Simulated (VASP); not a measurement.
Wanted: the native input for a VASP 6.6.1 run.

```yaml
Task: single point
Functional: r2SCAN
Potentials_or_basis: VASP PAW PBE potentials, release 64 (C)
Cutoff: 520 eV
k_mesh: 18 × 18 × 2
Occupations: gaussian, width 0.1 eV
Spin: no spin polarisation
Dipole_correction: no
Further_INCAR_settings: ALGO = Normal; EDIFF = 1e-06; NBANDS = 36
```

C:

```
C
1.0
     2.48043    0.00000    0.00000
    -1.24021    2.14811    0.00000
     0.00000    0.00000   29.55224
C
12
Cartesian
  1.2402 0.7160 18.6324
  1.2402 0.7160 3.8564
  1.2402 0.7160 10.9198
  1.2402 0.7160 25.6960
  0.0000 0.0000 7.3881
  0.0000 1.4321 25.6959
  0.0000 0.0000 22.1642
  1.2402 0.7160 7.3881
  0.0000 1.4321 10.9199
  0.0000 1.4321 22.1642
  0.0000 1.4321 3.8562
  0.0000 1.4321 18.6325
```

This cell differs from its parent crystal: biaxial strain in the a-b plane: +1.0 %, then relaxed in part.

These files were run (other wordings do the same):

POSCAR

```
C
1.0
    2.4804261447      0.0000000000      0.0000000000
   -1.2402130724      2.1481120535      0.0000000000
    0.0000000000      0.0000000000     29.5522434822
C
12
Direct
    0.6666666667      0.3333333333      0.6304890735
    0.6666666667      0.3333333333      0.1304930064
    0.6666666667      0.3333333333      0.3695069936
    0.6666666667      0.3333333333      0.8695109265
    0.0000000000      0.0000000000      0.2500000000
    0.3333333333      0.6666666667      0.8695069936
    0.0000000000      0.0000000000      0.7500000000
    0.6666666667      0.3333333333      0.2500000000
    0.3333333333      0.6666666667      0.3695109265
    0.3333333333      0.6666666667      0.7500000000
    0.3333333333      0.6666666667      0.1304890735
    0.3333333333      0.6666666667      0.6304930064
```

INCAR.step1

```
PREC = Accurate ; ENCUT = 520
ISMEAR = 0 ; SIGMA = 0.1
LREAL = F ; LASPH = T
NELM = 80 ; NBANDS = 36
GGA = PE ; ALGO = Normal
EDIFF = 1E-4 ; LWAVE = T
LCHARG = F
```

INCAR.step2

```
PREC = Accurate ; ENCUT = 520
EDIFF = 1E-6 ; ISMEAR = 0
SIGMA = 0.1 ; LREAL = F
LASPH = T ; NELM = 80
ALGO = Normal ; ISIF = 2
LWAVE = F ; LCHARG = F
METAGGA = R2SCAN ; LMIXTAU = T
NBANDS = 36 ; ISTART = 1
```

KPOINTS

```
regular mesh
0
Gamma
  18 18 2
```

Potentials or basis: VASP PAW PBE potentials, release 64 (C).

Command:

```bash
$ cat potpaw_PBE.64/C/POTCAR > POTCAR
$ cp INCAR.step1 INCAR
$ mpirun -np 1 vasp_std > vasp.out
$ cp INCAR.step2 INCAR
$ mpirun -np 1 vasp_std > vasp.out
```

It gave:

```yaml
Pressure: -5.1 GPa
```

Caveat: the cell differs from its parent crystal (biaxial strain in the a-b plane: +1.0 %, then relaxed in part); the cell stands under tension; the PAW data sets were made with another functional, which shifts forces and pressure a little.

It took 30 min on 1 thread of AMD EPYC 9R45 96-Core Processor (Zen 5), on a shared host, peak memory 0.42 GiB.
